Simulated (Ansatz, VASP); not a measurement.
**CdS in VASP and in Ansatz**

```xyz
2
Lattice="0.0000 2.7532 2.7532 2.7532 0.0000 2.7532 2.7532 2.7532 0.0000" Properties=species:S:1:pos:R:3 pbc="T T T"
Cd    0.0000    0.0000    0.0000
S     2.7532    2.7532    2.7532
```

Alike in both runs: task single point; functional RPBE; k mesh 8 × 8 × 8; occupations gaussian, width 0.1 eV; no spin polarisation.

|  | VASP | Ansatz |
| --- | --- | --- |
| version | VASP 6.6.1 | Ansatz 0.2.0 |
| potentials or method | VASP PAW PBE potentials, release 64 (Cd, S) | Ansatz PAW |
| plane-wave cutoff (eV) | 500 | 420 |
| valence electrons in the cell | 18 | 26 |

|  | VASP | Ansatz | Ansatz less VASP |
| --- | --- | --- | --- |
| gap on the k mesh at the Fermi level (eV) | 0.37 | 0.38 | +0.009 |
| least direct gap on the mesh (eV) | 1.66 | 1.69 | +0.026 |
| pressure (GPa) | 2.5 | 2.1 | -0.33 |

VASP's potentials were made for PBE, not for RPBE. The functional is the same, so the differences come from potentials, cutoffs and numerics. VASP's potentials hold 18 valence electrons a cell and Ansatz's 26, so a difference there can come from the potentials and not from the codes.
